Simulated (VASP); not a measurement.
## SnGe2: single point with PBE

SnGe2:

```
CELL_PARAMETERS angstrom
3.13710 -2.76063 0.00000
3.13710 2.76063 0.00000
-1.15666 0.00000 3.92258
ATOMIC_POSITIONS crystal
Sn 0.00000 0.00000 0.00000
Ge 0.64355 0.64355 0.32256
Ge 0.35645 0.35645 0.67744
```

The cell was generated, and may not be a known phase.

* Program: VASP 6.6.1
* Task: single point
* Functional: PBE
* Potentials or basis: VASP PAW PBE potentials, release 64 (Sn_d, Ge_d)
* Cutoff: 500 eV
* k mesh: 4 × 4 × 4
* Occupations: gaussian, width 0.1 eV
* Spin: no spin polarisation
* Dipole correction: no
* Further INCAR settings: ALGO = Normal; EDIFF = 1e-06; NBANDS = 28

```json
{
 "Pressure": "0.0 GPa",
 "Largest force": "0.110 eV/Å",
 "Band gap on the k mesh": "zero (bands 21 and 22 overlap by 2.92 eV)"
}
```

Forces in eV/Å, atoms in the order of the input:
```
Sn   0.000  0.000  0.000
Ge  -0.109  0.000 -0.005
Ge   0.109  0.000  0.005
```

Stress tensor (GPa, compression positive):
```
 2.09  0.00 -2.78
 0.00 -1.17  0.00
-2.78  0.00 -0.82
```

Levels at points of the mesh, in eV from the Fermi level:
| k point | band 18 | band 19 | band 20 | band 21 | band 22 | band 23 | band 24 | band 25 |
| --- | --- | --- | --- | --- | --- | --- | --- | --- |
| (0.00, 0.00, 0.00) | -4.72 | -1.65 | -1.59 | -1.05 | -0.79 | 1.68 | 2.06 | 6.26 |
| (0.50, 0.00, 0.00) | -3.71 | -2.18 | -1.66 | 0.45 | 0.45 | 2.54 | 2.66 | 3.34 |
| (0.50, 0.50, 0.00) | -7.48 | -5.21 | -1.43 | -0.92 | 1.85 | 2.17 | 3.80 | 4.69 |
| (0.00, 0.00, 0.50) | -4.52 | -2.44 | -2.22 | 0.30 | 0.79 | 2.19 | 3.29 | 3.68 |
| (0.50, 0.00, 0.50) | -7.29 | -4.94 | -1.40 | -0.74 | 1.53 | 2.26 | 2.90 | 4.38 |
| (0.50, 0.50, 0.50) | -5.82 | -5.23 | -2.86 | -2.79 | -2.48 | -2.04 | 6.31 | 6.90 |

Run time: 33 s on 1 thread of Intel Xeon 8259CL, with other jobs on the host, peak memory 0.19 GiB.

Caveat: the k points lie up to 0.40 Å⁻¹ apart, too coarse for converged energies and pressures of a metal; spin-orbit coupling is left out, which moves the levels of the heavy elements.
